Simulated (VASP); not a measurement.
# Zr (Im-3m) in VASP: further runs

The runs below take Zr through single point, with PBE+D3(BJ), BLYP+D3(BJ), RPBE.

Program: VASP 6.6.1. These are calculated values, not measurements. Logs are shortened: lines on timing, memory, paths and dates and some standing lists are left out, and cuts for length are marked.

## Step 1: The cell of the first run

It takes space group Im-3m (No. 229, cubic). Conventional cell: a = 3.514 Å, b = 3.514 Å, c = 3.514 Å, α = 90.00°, β = 90.00°, γ = 90.00°. Within 4.0 Å of Zr (site symmetry m-3m) lie 14 Zr at 3.04 to 3.51 Å.

## Step 2: Single point, PBE+D3(BJ)

Contents of INCAR:

```
PREC     = Accurate       # precision mode
ENCUT    = 500            # plane-wave cutoff, eV
EDIFF    = 1E-6           # SCF threshold, eV
ISMEAR   = -1             # smearing method
SIGMA    = 0.05           # smearing width, eV
LREAL    = F              # projectors in reciprocal space
LASPH    = T              # aspherical terms in the spheres
NELM     = 120            # most SCF steps
ALGO     = Normal         # electronic algorithm
ISIF     = 2              # what is computed and relaxed
LWAVE    = F              # write WAVECAR
LCHARG   = T              # write CHGCAR
GGA      = PE             # functional
IVDW     = 12             # dispersion correction
LELF     = T              # ELF
LVHAR    = T            
NBANDS   = 12             # bands
GGA_COMPAT= F
```

Contents of KPOINTS:

```
regular mesh
0
Gamma
  10 10 10
```

Contents of POSCAR:

```
Zr
1.0
   -1.7568994133      1.7568994133      1.7568994133
    1.7568994133     -1.7568994133      1.7568994133
    1.7568994133      1.7568994133     -1.7568994133
Zr
1
Direct
    0.0000000000      0.0000000000      0.0000000000
```

Potentials or basis: VASP PAW PBE potentials, release 64 (Zr_sv).

On the command line:

```
cat potpaw_PBE.64/Zr_sv/POTCAR > POTCAR
mpirun -np 1 vasp_std > vasp.out
```

OUTCAR:

```text
PREC = Accurate
   ENCUT = 500
   EDIFF = 1E-6
   ISMEAR = -1
   LREAL = F
   LASPH = T
   NELM = 120
   ISIF = 2
   GGA = PE
   IVDW = 12
 IVDW          = 12

 ion  position               nearest neighbor table
   1  0.000  0.000  0.000-

  LATTYP: Found a body centered cubic cell.
 ALAT       =     3.5137988266

  Lattice vectors:

 A1 = (  -1.7568994133,   1.7568994133,   1.7568994133)
 A2 = (   1.7568994133,  -1.7568994133,   1.7568994133)
 A3 = (   1.7568994133,   1.7568994133,  -1.7568994133)

Analysis of symmetry for initial positions (statically):
=====================================================================
 Subroutine PRICEL returns:
 Original cell was already a primitive cell.

 Routine SETGRP: Setting up the symmetry group for a
 body centered cubic supercell.

 Subroutine GETGRP returns: Found 48 space group operations
 (whereof 48 operations were pure point group operations)
 out of a pool of 48 trial point group operations.

The static configuration has the point symmetry O_h .

Analysis of symmetry for dynamics (positions and initial velocities):
=====================================================================
 Subroutine PRICEL returns:
 Original cell was already a primitive cell.

 Routine SETGRP: Setting up the symmetry group for a
 body centered cubic supercell.

 Subroutine GETGRP returns: Found 48 space group operations
 (whereof 48 operations were pure point group operations)
 out of a pool of 48 trial point group operations.

The dynamic configuration has the point symmetry O_h .

 Subroutine INISYM returns: Found 48 space group operations
 (whereof 48 operations are pure point group operations),
 and found     1 'primitive' translations

----------------------------------------------------------------------------------------

                                     Primitive cell

  volume of cell :      21.6921

  direct lattice vectors                    reciprocal lattice vectors
    -1.756899413  1.756899413  1.756899413     0.000000000  0.284592274  0.284592274
     1.756899413 -1.756899413  1.756899413     0.284592274  0.000000000  0.284592274
     1.756899413  1.756899413 -1.756899413     0.284592274  0.284592274  0.000000000

  length of vectors
     3.043039048  3.043039048  3.043039048     0.402474254  0.402474254  0.402474254

  position of ions in fractional coordinates (direct lattice)
     0.000000000  0.000000000  0.000000000

  ion indices of the primitive-cell ions
   primitive index   ion index
                 1           1

----------------------------------------------------------------------------------------

 KPOINTS: regular mesh

Automatic generation of k-mesh.
 Grid dimensions read from file:
 generate k-points for:   10   10   10

 Generating k-lattice:

  Cartesian coordinates                     Fractional coordinates (reciprocal lattice)
     0.000000000  0.028459227  0.028459227     0.100000000  0.000000000  0.000000000
     0.028459227  0.000000000  0.028459227     0.000000000  0.100000000  0.000000000
     0.028459227  0.028459227  0.000000000     0.000000000  0.000000000  0.100000000

  Length of vectors
     0.040247425  0.040247425  0.040247425

  Shift w.r.t. Gamma in fractional coordinates (k-lattice)
     0.000000000  0.000000000  0.000000000

 Subroutine IBZKPT returns following result:
 ===========================================

 Found     47 irreducible k-points:

 Following reciprocal coordinates:
            Coordinates               Weight
  0.000000  0.000000  0.000000      1.000000
  0.100000  0.000000  0.000000     12.000000
  0.200000  0.000000  0.000000     12.000000
  0.300000  0.000000  0.000000     12.000000
  0.400000  0.000000  0.000000     12.000000
  0.500000  0.000000  0.000000      6.000000
[... 16 lines left out ...]
  0.300000  0.300000  0.100000      8.000000
 -0.300000  0.300000  0.100000     24.000000
 [... further k-points ...]
   k-points           NKPTS =     47   k-points in BZ     NKDIM =     47   number of bands    NBANDS=     12
   number of dos      NEDOS =    301   number of ions     NIONS =      1
   total plane-waves  NPLWV =  13824
   dimension x,y,z NGX =    24 NGY =   24 NGZ =   24
   dimension x,y,z NGXF=    48 NGYF=   48 NGZF=   48
   ions per type =               1
   NGX,Y,Z   is equivalent  to a cutoff of  13.11, 13.11, 13.11 a.u.
   NGXF,Y,Z  is equivalent  to a cutoff of  26.22, 26.22, 26.22 a.u.
 SYSTEM =  unknown system
   PREC   = accura    normal or accurate (medium, high low for compatibility)
   ISTART =      0    job   : 0-new  1-cont  2-samecut
   ICHARG =      2    charge: 1-file 2-atom 10-const
   ISPIN  =      1    spin polarized calculation?
   LNONCOLLINEAR =      F non collinear calculations
   LSORBIT =      F    spin-orbit coupling
   LASPH  =      T    aspherical Exc in radial PAW
   ENCUT  =  500.0 eV  36.75 Ry    6.06 a.u.   5.55  5.55  5.55*2*pi/ulx,y,z
   NELM   =    120;   NELMIN=  2; NELMDL= -5     # of ELM steps
   EDIFF  = 0.1E-05   stopping-criterion for ELM
   LREAL  =      F    real-space projection
   EDIFFG = 0.1E-04   stopping-criterion for IOM
   NSW    =      0    number of steps for IOM
   IBRION =     -1    ionic relax: 0-MD 1-quasi-New 2-CG
   NFREE  =      0    steps in history (QN), initial steepest desc. (CG)
   ISIF   =      2    stress and relaxation
   ISYM   =      2    0-nonsym 1-usesym 2-fastsym
   POTIM  = 0.5000    time-step for ionic-motion
   TEBEG  =    0.0;   TEEND  =   0.0 temperature during run
   PSTRESS=    0.0 pullay stress
   NELECT =      12.0000    total number of electrons
   NUPDOWN=      -1.0000    fix difference up-down
   EMIN   =  10.00;   EMAX   =-10.00  energy-range for DOS
   EFERMI =   0.00;   METHOD = LEGACY
   ISMEAR =    -1;   SIGMA  =   0.05  broadening in eV -4-tet -1-fermi 0-gaus
   EFERMI_NEDOS =   21; number of points for ismear=-14 and -15
   IALGO  =     38    algorithm
   IMIX   =      4    mixing-type and parameters
     AMIX     =   0.40;   BMIX     =  1.00
     AMIX_MAG =   1.60;   BMIX_MAG =  1.00
  volume/ion in A,a.u.               =      21.69       146.39
  Fermi-wavevector in a.u.,A,eV,Ry     =   1.343904  2.539611 24.573194  1.806079
  Thomas-Fermi vector in A             =   2.471941
   LORBIT       =      0    0 simple, 1 ext, 2 COOP (PROOUT), +10 PAW based schemes
   GGA     = PE    functional components
   LHFCALC =     F    Hartree Fock is set to
   AEXX    =    0.0000 exact exchange contribution
   IVDW    =    12    specifies the selected vdW correction
   LEPSILON=     F    determine dielectric tensor
   LRPA    =     F    only Hartree local field effects (RPA)
 non-spin polarized calculation
  energy-cutoff  :      500.00
  volume of cell :       21.69
 maximum number of plane-waves:       586
 NGX is ok and might be reduce to    24
   NGX = 11   NGY = 11   NGZ = 11

 number of electron      12.0000000 magnetization

 Free energy of the ion-electron system (eV)
  ---------------------------------------------------
  ext. energy  EPLUGINS =         0.00000000
  ---------------------------------------------------
  free energy    TOTEN  =        -8.43286082 eV

  energy without entropy =       -8.41984469  energy(sigma->0) =       -8.42635275

 E-fermi :   9.5389     XC(G=0): -11.3994

 val. band max:        9.5348125197   @ k =  -0.2000   0.3000   0.1000
 cond. band min:       9.5480952106   @ k =   0.1000   0.1000   0.1000
 fundamental gap:      0.0132826909
 Fermi energy:         9.5389321897

 k-point     1 :       0.0000    0.0000    0.0000
  band No.  band energies     occupation
      1     -38.8348      2.00000
      2     -16.2364      2.00000
      3     -16.2364      2.00000
      4     -16.2364      2.00000
      5       4.0410      2.00000
      6      10.6751      0.00000
      7      10.6751      0.00000
      8      10.6751      0.00000
      9      13.3398      0.00000
     10      13.3398      0.00000
     11      22.1334      0.00000
     12      22.1334      0.00000

 k-point     2 :       0.1000    0.0000    0.0000
  band No.  band energies     occupation
      1     -38.8159      2.00000
      2     -16.3606      2.00000
      3     -16.2737      2.00000
      4     -16.2375      2.00000
      5       4.4045      2.00000
      6      10.4319      0.00000
      7      10.5778      0.00000
      8      11.0333      0.00000
      9      12.9968      0.00000
     10      13.3370      0.00000
     11      22.4458      0.00000
     12      22.7894      0.00000

 k-point     3 :       0.2000    0.0000    0.0000
  band No.  band energies     occupation
      1     -38.7659      2.00000
      2     -16.6757      2.00000
      3     -16.3701      2.00000
      4     -16.2404      2.00000
      5       5.3418      2.00000
      6       9.8709      0.00261
      7      10.1577      0.00001
      8      12.0683      0.00000
      9      12.7612      0.00000
     10      13.3919      0.00000
     11      22.7427      0.00000
     12      24.2878      0.00000
[... 286 lines left out ...]
 k-point    23 :       0.3000    0.3000    0.1000
  band No.  band energies     occupation
      1     -38.6160      2.00000
      2     -17.0082      2.00000
      3     -17.0082      2.00000
      4     -16.5000      2.00000
      5       8.1943      2.00000
      6       9.2431      1.99462
      7       9.2431      1.99462
      8      14.0456      0.00000
      9      14.0456      0.00000
     10      18.1668      0.00000
     11      19.9873      0.00000
     12      19.9873      0.00000

 k-point    24 :      -0.3000    0.3000    0.1000
  band No.  band energies     occupation
      1     -38.6880      2.00000
      2     -17.0296      2.00000
      3     -16.5284      2.00000
      4     -16.3331      2.00000
      5       6.6035      2.00000
      6       9.6306      0.27563
      7       9.6931      0.08755
      8      12.1483      0.00000
      9      13.5172      0.00000
     10      14.2138      0.00000
     11      21.8668      0.00000
     12      23.8727      0.00000

 [... further k-points ...]

------------------------ aborting loop because EDIFF is reached ----------------------------------------

 Edisp (eV)   -0.56815

 E8    (eV) :    -0.2918

  FORCE on cell =-STRESS in cart. coord.  units (eV):
  Direction    XX          YY          ZZ          XY          YZ          ZX
  --------------------------------------------------------------------------------------
  -------------------------------------------------------------------------------------
  Total       0.00959     0.00959     0.00959     0.00000     0.00000    -0.00000
  in kB       0.70857     0.70857     0.70857     0.00000     0.00000    -0.00000
  external pressure =        0.71 kB  Pullay stress =        0.00 kB

 VOLUME and BASIS-vectors are now :
 -----------------------------------------------------------------------------
  energy-cutoff  :      500.00
  volume of cell :       21.69
      direct lattice vectors                 reciprocal lattice vectors
    -1.756899413  1.756899413  1.756899413     0.000000000  0.284592274  0.284592274
     1.756899413 -1.756899413  1.756899413     0.284592274  0.000000000  0.284592274
     1.756899413  1.756899413 -1.756899413     0.284592274  0.284592274  0.000000000

 POSITION                                       TOTAL-FORCE (eV/Angst)
 -----------------------------------------------------------------------------------
      0.00000      0.00000      0.00000        -0.000000      0.000000      0.000000
 -----------------------------------------------------------------------------------
    total drift:                                0.000000      0.000000      0.000000

  FREE ENERGIE OF THE ION-ELECTRON SYSTEM (eV)
  ---------------------------------------------------
  free  energy   TOTEN  =        -9.0010075712 eV

  energy  without entropy=       -8.9879914415  energy(sigma->0) =       -8.99449951
```

Run time: 12 s. Hardware: 1 thread of Intel Xeon 8259CL, shared host; peak memory 0.15 GiB.

What came out:

```yaml
Free_energy: -9.0010 eV
Pressure: 0.1 GPa
Band_gap_on_the_k_mesh: zero (band 6 reaches 10.68 eV, above the bottom of band 7 at 8.94 eV)
Dispersion_energy_per_atom: -0.568 eV
```

Caveat: pairwise dispersion overbinds metals, which lowers pressure and volume.

(Continued in part 2 of 3.)
